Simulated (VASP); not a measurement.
Be2C, 3 atoms in the cell. It takes space group Fm-3m (No. 225, cubic). The conventional cell has a = 4.345 Å, b = 4.345 Å, c = 4.345 Å, α = 90.00°, β = 90.00°, γ = 90.00°. Be (site symmetry -43m) has 4 C at 1.88 Å and 6 Be at 2.17 Å within 2.5 Å. C (site symmetry m-3m) has 8 Be at 1.88 Å within 2.5 Å. 

| Property | Result |
| --- | --- |
| Program | VASP 6.6.1 |
| Task | single point |
| Functional | PBEsol |
| Potentials or basis | VASP PAW PBE potentials, release 64 (Be, C) |
| Cutoff | 600 eV |
| k mesh | 7 × 7 × 7 |
| Occupations | methfessel-paxton, width 0.0165 eV |
| Spin | no spin polarisation |
| Dipole correction | no |
| Further INCAR settings | ALGO = Normal; EDIFF = 1e-06; NBANDS = 11 |

Potentials or basis: VASP PAW PBE potentials, release 64 (Be, C).

Command:

```console
$ cat potpaw_PBE.64/Be/POTCAR potpaw_PBE.64/C/POTCAR > POTCAR
$ mpirun -np 1 vasp_std > vasp.out
```

Hardware: 1 thread of Intel Xeon 8259CL (shared host).

Problem. How long does it take, and how much memory?

Solution. Run time: 10 s on 1 thread of Intel Xeon 8259CL (shared host), peak memory 0.15 GiB. Counts: scf iterations 11, k points 20.
